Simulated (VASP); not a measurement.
# BN in VASP: a series of runs

The runs below take BN through electric field gradients, with PBEsol.

Everything below comes from runs of VASP 6.6.1. Logs are shortened: lines on timing, memory, paths and dates and some standing lists are left out, and cuts for length are marked.

## (1) The cell of the first run

It takes space group I-4m2 (No. 119, tetragonal). The conventional cell has a = 2.556 Å, b = 2.556 Å, c = 3.723 Å, α = 90.00°, β = 90.00°, γ = 90.00°. B (site symmetry -4m2) has 4 N at 1.58 Å within 2.1 Å. N (site symmetry -4m2) has 4 B at 1.58 Å within 2.1 Å.

## (2) Electric field gradients, PBEsol (zz strain of +3 %)

Contents of INCAR:

```
  PREC = Accurate
  ENCUT = 520
  EDIFF = 1E-8
  ISMEAR = -1
  SIGMA = 0.03
  LREAL = False
  LASPH = True
  NELM = 60
  ALGO = Normal
  ISIF = 2
  LWAVE = False
  LCHARG = False
  GGA = PS
  LEFG = True
  NBANDS = 11
```

Contents of KPOINTS:

```
Automatic mesh
0
Gamma
  13 13 13
```

Contents of POSCAR:

```
BN
1.0
    0.0000000000      1.8075000000      1.8617250000
    1.8075000000      0.0000000000      1.8617250000
    1.8075000000      1.8075000000      0.0000000000
B N
1 1
Direct
    0.0000000000      0.0000000000      0.0000000000
    0.7500000000      0.7500000000      0.7500000000
```

Potentials or basis: VASP PAW PBE potentials, release 64 (B, N).

Started as:

```console
> cat potpaw_PBE.64/B/POTCAR potpaw_PBE.64/N/POTCAR > POTCAR
> mpirun -np 1 vasp_std > vasp.out
```

OUTCAR:

```text
PREC = Accurate
   ENCUT = 520
   EDIFF = 1E-8
   ISMEAR = -1
   LREAL = False
   LASPH = True
   NELM = 60
   ISIF = 2
   GGA = PS

 ion  position               nearest neighbor table
   1  0.000  0.000  0.000-   2 1.58   2 1.58   2 1.58   2 1.58
   2  0.750  0.750  0.750-   1 1.58   1 1.58   1 1.58   1 1.58

  LATTYP: Found a body centered tetragonal cell.
 ALAT       =     2.5561910140
 C/A-ratio  =     1.4566399692

  Lattice vectors:

 A1 = (  -1.8075000000,   0.0000000000,   1.8617250000)
 A2 = (   1.8075000000,   0.0000000000,   1.8617250000)
 A3 = (   0.0000000000,   1.8075000000,  -1.8617250000)

Analysis of symmetry for initial positions (statically):
=====================================================================
 Subroutine PRICEL returns:
 Original cell was already a primitive cell.

 Routine SETGRP: Setting up the symmetry group for a
 body centered tetragonal supercell.

 Subroutine GETGRP returns: Found  8 space group operations
 (whereof  8 operations were pure point group operations)
 out of a pool of 16 trial point group operations.

The static configuration has the point symmetry D_2d.

Analysis of symmetry for dynamics (positions and initial velocities):
=====================================================================
 Subroutine PRICEL returns:
 Original cell was already a primitive cell.

 Routine SETGRP: Setting up the symmetry group for a
 body centered tetragonal supercell.

 Subroutine GETGRP returns: Found  8 space group operations
 (whereof  8 operations were pure point group operations)
 out of a pool of 16 trial point group operations.

The dynamic configuration has the point symmetry D_2d.

 Subroutine INISYM returns: Found  8 space group operations
 (whereof  8 operations are pure point group operations),
 and found     1 'primitive' translations

----------------------------------------------------------------------------------------

                                     Primitive cell

  volume of cell :      12.1647

  direct lattice vectors                    reciprocal lattice vectors
     0.000000000  1.807500000  1.861725000    -0.276625173  0.276625173  0.268568129
     1.807500000  0.000000000  1.861725000     0.276625173 -0.276625173  0.268568129
     1.807500000  1.807500000  0.000000000     0.276625173  0.276625173 -0.268568129

  length of vectors
     2.594817185  2.594817185  2.556191014     0.474522721  0.474522721  0.474522721

  position of ions in fractional coordinates (direct lattice)
     0.000000000  0.000000000  0.000000000
     0.750000000  0.750000000  0.750000000

  ion indices of the primitive-cell ions
   primitive index   ion index
                 1           1
                 2           2

----------------------------------------------------------------------------------------

 KPOINTS: Automatic mesh

Automatic generation of k-mesh.
 Grid dimensions read from file:
 generate k-points for:   13   13   13

 Generating k-lattice:

  Cartesian coordinates                     Fractional coordinates (reciprocal lattice)
    -0.021278859  0.021278859  0.020659087     0.076923077  0.000000000  0.000000000
     0.021278859 -0.021278859  0.020659087     0.000000000  0.076923077  0.000000000
     0.021278859  0.021278859 -0.020659087    -0.000000000 -0.000000000  0.076923077

  Length of vectors
     0.036501748  0.036501748  0.036501748

  Shift w.r.t. Gamma in fractional coordinates (k-lattice)
     0.000000000  0.000000000  0.000000000

 Subroutine IBZKPT returns following result:
 ===========================================

 Found    196 irreducible k-points:

 Following reciprocal coordinates:
            Coordinates               Weight
  0.000000  0.000000  0.000000      1.000000
  0.076923  0.000000  0.000000      8.000000
  0.153846  0.000000  0.000000      8.000000
  0.230769  0.000000  0.000000      8.000000
  0.307692  0.000000  0.000000      8.000000
  0.384615  0.000000  0.000000      8.000000
[... 16 lines left out ...]
  0.384615  0.153846  0.000000      8.000000
  0.461538  0.153846  0.000000      8.000000
 [... further k-points ...]
   k-points           NKPTS =    196   k-points in BZ     NKDIM =    196   number of bands    NBANDS=     11
   number of dos      NEDOS =    301   number of ions     NIONS =      2
   total plane-waves  NPLWV =   8000
   dimension x,y,z NGX =    20 NGY =   20 NGZ =   20
   dimension x,y,z NGXF=    40 NGYF=   40 NGZF=   40
   ions per type =               1   1
   NGX,Y,Z   is equivalent  to a cutoff of  12.81, 12.81, 13.01 a.u.
   NGXF,Y,Z  is equivalent  to a cutoff of  25.63, 25.63, 26.01 a.u.
 SYSTEM =  unknown system
   PREC   = accura    normal or accurate (medium, high low for compatibility)
   ISTART =      0    job   : 0-new  1-cont  2-samecut
   ICHARG =      2    charge: 1-file 2-atom 10-const
   ISPIN  =      1    spin polarized calculation?
   LNONCOLLINEAR =      F non collinear calculations
   LSORBIT =      F    spin-orbit coupling
   LASPH  =      T    aspherical Exc in radial PAW
   ENCUT  =  520.0 eV  38.22 Ry    6.18 a.u.   4.82  4.82  4.75*2*pi/ulx,y,z
   NELM   =     60;   NELMIN=  2; NELMDL= -5     # of ELM steps
   EDIFF  = 0.1E-07   stopping-criterion for ELM
   LREAL  =      F    real-space projection
   EDIFFG = 0.1E-06   stopping-criterion for IOM
   NSW    =      0    number of steps for IOM
   IBRION =     -1    ionic relax: 0-MD 1-quasi-New 2-CG
   NFREE  =      0    steps in history (QN), initial steepest desc. (CG)
   ISIF   =      2    stress and relaxation
   ISYM   =      2    0-nonsym 1-usesym 2-fastsym
   POTIM  = 0.5000    time-step for ionic-motion
   TEBEG  =    0.0;   TEEND  =   0.0 temperature during run
   PSTRESS=    0.0 pullay stress
   NELECT =       8.0000    total number of electrons
   NUPDOWN=      -1.0000    fix difference up-down
   EMIN   =  10.00;   EMAX   =-10.00  energy-range for DOS
   EFERMI =   0.00;   METHOD = LEGACY
   ISMEAR =    -1;   SIGMA  =   0.03  broadening in eV -4-tet -1-fermi 0-gaus
   EFERMI_NEDOS =   21; number of points for ismear=-14 and -15
   IALGO  =     38    algorithm
   IMIX   =      4    mixing-type and parameters
     AMIX     =   0.40;   BMIX     =  1.00
     AMIX_MAG =   1.60;   BMIX_MAG =  1.00
  volume/ion in A,a.u.               =       6.08        41.05
  Fermi-wavevector in a.u.,A,eV,Ry     =   1.423653  2.690314 27.576119  2.026788
  Thomas-Fermi vector in A             =   2.544228
   LORBIT       =      0    0 simple, 1 ext, 2 COOP (PROOUT), +10 PAW based schemes
   GGA     = PS    functional components
   LHFCALC =     F    Hartree Fock is set to
   AEXX    =    0.0000 exact exchange contribution
   IVDW    =     0    specifies the selected vdW correction
   LEPSILON=     F    determine dielectric tensor
   LRPA    =     F    only Hartree local field effects (RPA)
 non-spin polarized calculation
  energy-cutoff  :      520.00
  volume of cell :       12.16
 maximum number of plane-waves:       343
   NGX =  9   NGY =  9   NGZ =  9

 number of electron       8.0000000 magnetization

 Free energy of the ion-electron system (eV)
  ---------------------------------------------------
  ext. energy  EPLUGINS =         0.00000000
  ---------------------------------------------------
  free energy    TOTEN  =       -18.31654831 eV

  energy without entropy =      -18.31654831  energy(sigma->0) =      -18.31654831

 E-fermi :   7.6982     XC(G=0): -12.8733

 val. band max:        7.1048994542   @ k =   0.0000   0.0000   0.0000
 cond. band min:      11.1674230808   @ k =   0.4615   0.0000   0.4615
 fundamental gap:      4.0625236266
 Fermi energy:         7.6981774340

 k-point     1 :       0.0000    0.0000    0.0000
  band No.  band energies     occupation
      1     -12.9148      2.00000
      2       6.8044      2.00000
      3       7.1049      2.00000
      4       7.1049      2.00000
      5      15.5673      0.00000
      6      15.5673      0.00000
      7      15.7721      0.00000
      8      16.7931      0.00000
      9      30.9713      0.00000
     10      33.4638      0.00000
     11      33.7710      0.00000

 k-point     2 :       0.0769    0.0000    0.0000
  band No.  band energies     occupation
      1     -12.7733      2.00000
      2       6.1975      2.00000
      3       6.7741      2.00000
      4       6.9630      2.00000
      5      15.6825      0.00000
      6      15.8001      0.00000
      7      16.0090      0.00000
      8      17.3175      0.00000
      9      30.8057      0.00000
     10      31.5821      0.00000
     11      32.7916      0.00000

 k-point     3 :       0.1538    0.0000    0.0000
  band No.  band energies     occupation
      1     -12.3531      2.00000
      2       4.3867      2.00000
      3       6.3465      2.00000
      4       6.6080      2.00000
      5      15.8930      0.00000
      6      16.3720      0.00000
      7      16.5370      0.00000
      8      18.5471      0.00000
      9      30.0264      0.00000
     10      30.6151      0.00000
     11      31.1525      0.00000

 k-point     4 :       0.2308    0.0000    0.0000
  band No.  band energies     occupation
      1     -11.6706      2.00000
      2       2.1737      2.00000
      3       5.8548      2.00000
      4       6.1796      2.00000
      5      16.1032      0.00000
      6      16.9967      0.00000
      7      17.0827      0.00000
      8      19.8274      0.00000
      9      29.5308      0.00000
     10      30.2074      0.00000
     11      30.4229      0.00000
[... 239 lines left out ...]
 k-point    22 :       0.3077    0.1538    0.0000
  band No.  band energies     occupation
      1     -10.9770      2.00000
      2       1.5979      2.00000
      3       4.7077      2.00000
      4       4.7478      2.00000
      5      15.1705      0.00000
      6      18.4277      0.00000
      7      19.1795      0.00000
      8      19.5660      0.00000
      9      25.5127      0.00000
     10      32.4176      0.00000
     11      34.4520      0.00000

 k-point    23 :       0.3846    0.1538    0.0000
  band No.  band energies     occupation
      1     -10.0502      2.00000
      2      -0.3670      2.00000
      3       4.1192      2.00000
      4       4.4896      2.00000
      5      15.5783      0.00000
      6      18.5019      0.00000
      7      19.4272      0.00000
      8      20.3760      0.00000
      9      26.5290      0.00000
     10      32.2115      0.00000
     11      34.5491      0.00000

 k-point    24 :       0.4615    0.1538    0.0000
  band No.  band energies     occupation
      1      -9.0775      2.00000
      2      -2.0524      2.00000
      3       3.5426      2.00000
      4       4.4750      2.00000
      5      15.9078      0.00000
      6      18.4497      0.00000
      7      19.3350      0.00000
      8      21.4533      0.00000
      9      27.2887      0.00000
     10      32.3297      0.00000
     11      34.4645      0.00000

 [... further k-points ...]

------------------------ aborting loop because EDIFF is reached ----------------------------------------

  FORCE on cell =-STRESS in cart. coord.  units (eV):
  Direction    XX          YY          ZZ          XY          YZ          ZX
  --------------------------------------------------------------------------------------
  -------------------------------------------------------------------------------------
  Total       -0.5245280     -0.5245280     -1.9023754      0.0000000      0.0000000     -0.0000000
  in kB      -69.0839490    -69.0839490   -250.5559204      0.0000000      0.0000000     -0.0000000
  external PRESSURE =    -129.5746061 kB  Pullay stress =       0.0000000 kB

 VOLUME and BASIS-vectors are now :
 -----------------------------------------------------------------------------
  energy-cutoff  :      520.00
  volume of cell :       12.16
      direct lattice vectors                 reciprocal lattice vectors
     0.000000000  1.807500000  1.861725000    -0.276625173  0.276625173  0.268568129
     1.807500000  0.000000000  1.861725000     0.276625173 -0.276625173  0.268568129
     1.807500000  1.807500000  0.000000000     0.276625173  0.276625173 -0.268568129

 POSITION                                       TOTAL-FORCE (eV/Angst)
 -----------------------------------------------------------------------------------
      0.00000      0.00000      0.00000         0.000000      0.000000     -0.000000
      2.71125      2.71125      2.79259        -0.000000     -0.000000      0.000000
 -----------------------------------------------------------------------------------
    total drift:                                0.000000      0.000000     -0.000001

  FREE ENERGIE OF THE ION-ELECTRON SYSTEM (eV)
  ---------------------------------------------------
  free  energy   TOTEN  =       -18.3165483121 eV

  energy  without entropy=      -18.3165483121  energy(sigma->0) =      -18.31654831

 Electric field gradients (V/A^2)
---------------------------------------------------------------------
 ion       V_xx      V_yy      V_zz      V_xy      V_xz      V_yz
---------------------------------------------------------------------
   1       0.514     0.514    -1.027    -0.000    -0.000    -0.000
   2      -2.447    -2.447     4.894     0.000     0.000     0.000
---------------------------------------------------------------------

 Electric field gradients after diagonalization (V/A^2)
 (convention: |V_zz| > |V_xx| > |V_yy|)
----------------------------------------------------------------------
 ion       V_xx      V_yy      V_zz     asymmetry (V_yy - V_xx)/ V_zz
----------------------------------------------------------------------
   1       0.514     0.514    -1.027       0.000
   2      -2.447    -2.447     4.894       0.000
----------------------------------------------------------------------

           NMR quadrupolar parameters

 Cq : quadrupolar parameter    Cq=e*Q*V_zz/h
 eta: asymmetry parameters     (V_yy - V_xx)/ V_zz
 Q  : nuclear electric quadrupole moment in mb (millibarn)
----------------------------------------------------------------------
 ion       Cq(MHz)       eta       Q (mb)
----------------------------------------------------------------------
   1      -0.002       0.000       1.000
   2       0.012       0.000       1.000
----------------------------------------------------------------------
```

Wall time 26 s (1 thread of AMD EPYC 7R43 (Zen 3), shared host); peak memory 0.1 GiB.

Results:

```yaml
Free_energy: -18.3165 eV
Pressure: -13.0 GPa
Band_gap_on_the_k_mesh: 4.06 eV, indirect (least direct gap 8.46 eV)
```

Electric field gradients, principal values (V/Å²):
```csv
atom,least,middle,greatest (by size)
1 B,0.514,0.514,-1.027
2 N,-2.447,-2.447,4.894
```

Caveat: the cell differs from its parent crystal (zz strain of +3 %); without QUAD_EFG the Cq values of the log hold for a quadrupole moment of 1 mb, not for the nuclei; the PAW data sets were made with another functional, which shifts forces and pressure a little. A k mesh can miss the band edges.

## (3) Electric field gradients, PBEsol (volume scaled by 0.94)

Contents of INCAR:

```
PREC = Accurate ; ENCUT = 520
EDIFF = 1E-8 ; ISMEAR = -1
SIGMA = 0.03 ; LREAL = F
LASPH = T ; NELM = 60
ALGO = Normal ; ISIF = 2
LWAVE = F ; LCHARG = F
GGA = PS ; LEFG = T
NBANDS = 11
```

Contents of KPOINTS:

```
regular mesh
0
Gamma
  13 13 13
```

Contents of POSCAR:

```
BN
1.0
    0.0000000000      1.7706018915      1.7706018915
    1.7706018915      0.0000000000      1.7706018915
    1.7706018915      1.7706018915      0.0000000000
B N
1 1
Direct
    0.0000000000      0.0000000000      0.0000000000
    0.7500000000      0.7500000000      0.7500000000
```

Potentials or basis: VASP PAW PBE potentials, release 64 (B, N).

Started as:

```console
> cat potpaw_PBE.64/B/POTCAR potpaw_PBE.64/N/POTCAR > POTCAR
> mpirun -np 1 vasp_std > vasp.out
```

OUTCAR:

```text
PREC = Accurate
   ENCUT = 520
   EDIFF = 1E-8
   ISMEAR = -1
   LREAL = F
   LASPH = T
   NELM = 60
   ISIF = 2
   GGA = PS

 ion  position               nearest neighbor table
   1  0.000  0.000  0.000-   2 1.53   2 1.53   2 1.53   2 1.53
   2  0.750  0.750  0.750-   1 1.53   1 1.53   1 1.53   1 1.53

  LATTYP: Found a face centered cubic cell.
 ALAT       =     3.5412037830

  Lattice vectors:

 A1 = (   0.0000000000,   1.7706018915,   1.7706018915)
 A2 = (   1.7706018915,   0.0000000000,   1.7706018915)
 A3 = (   1.7706018915,   1.7706018915,   0.0000000000)

[... 546 lines left out ...]
  free  energy   TOTEN  =       -18.3003670911 eV

  energy  without entropy=      -18.3003670911  energy(sigma->0) =      -18.30036709

 Electric field gradients (V/A^2)
---------------------------------------------------------------------
 ion       V_xx      V_yy      V_zz      V_xy      V_xz      V_yz
---------------------------------------------------------------------
   1       0.000     0.000     0.000    -0.000    -0.000    -0.000
   2       0.000     0.000     0.000    -0.001    -0.001    -0.001
---------------------------------------------------------------------

 Electric field gradients after diagonalization (V/A^2)
 (convention: |V_zz| > |V_xx| > |V_yy|)
----------------------------------------------------------------------
 ion       V_xx      V_yy      V_zz     asymmetry (V_yy - V_xx)/ V_zz
----------------------------------------------------------------------
   1       0.000     0.000    -0.000       0.000
   2       0.001     0.001    -0.001       0.000
----------------------------------------------------------------------

           NMR quadrupolar parameters

 Cq : quadrupolar parameter    Cq=e*Q*V_zz/h
 eta: asymmetry parameters     (V_yy - V_xx)/ V_zz
 Q  : nuclear electric quadrupole moment in mb (millibarn)
----------------------------------------------------------------------
 ion       Cq(MHz)       eta       Q (mb)
----------------------------------------------------------------------
   1      -0.000       0.000       1.000
   2      -0.000       0.000       1.000
----------------------------------------------------------------------
```

OSZICAR:

```text
N       E                     dE             d eps       ncg     rms          rms(c)
DAV:   1     0.951436284115E+01    0.95144E+01   -0.50313E+03  1891   0.735E+02
DAV:   2    -0.188678936267E+02   -0.28382E+02   -0.27320E+02  2223   0.166E+02
DAV:   3    -0.193488097972E+02   -0.48092E+00   -0.48021E+00  2169   0.184E+01
DAV:   4    -0.193493089112E+02   -0.49911E-03   -0.49911E-03  1983   0.661E-01
DAV:   5    -0.193493093002E+02   -0.38899E-06   -0.38896E-06  2130   0.186E-02    0.694E+00
DAV:   6    -0.184271976614E+02    0.92211E+00   -0.26185E+00  1920   0.955E+00    0.349E+00
DAV:   7    -0.183222660931E+02    0.10493E+00   -0.13027E-01  2124   0.282E+00    0.196E+00
DAV:   8    -0.183003366745E+02    0.21929E-01   -0.35377E-02  2085   0.131E+00    0.214E-01
DAV:   9    -0.183003497879E+02   -0.13113E-04   -0.78338E-04  1974   0.249E-01    0.852E-02
DAV:  10    -0.183003654377E+02   -0.15650E-04   -0.57735E-05  2073   0.662E-02    0.138E-02
DAV:  11    -0.183003670711E+02   -0.16334E-05   -0.35436E-06  2064   0.146E-02    0.842E-03
DAV:  12    -0.183003670945E+02   -0.23442E-07   -0.88896E-07  2076   0.637E-03    0.317E-04
DAV:  13    -0.183003670911E+02    0.34105E-08   -0.10536E-08  1250   0.105E-03
   1 F= -.18300367E+02 E0= -.18300367E+02  d E =-.125998E-11
```

Run time: 17 s. Hardware: 1 thread of Intel Xeon 8259CL, shared host; peak memory 0.12 GiB.

Results:

```yaml
Free_energy: -18.3004 eV
Pressure: 23.9 GPa
Band_gap_on_the_k_mesh: 4.42 eV, indirect (least direct gap 9.05 eV)
```

Caveat: without QUAD_EFG the Cq values of the log hold for a quadrupole moment of 1 mb, not for the nuclei; the PAW data sets were made with another functional, which shifts forces and pressure a little.

(Part 1 of 2 ends here.)
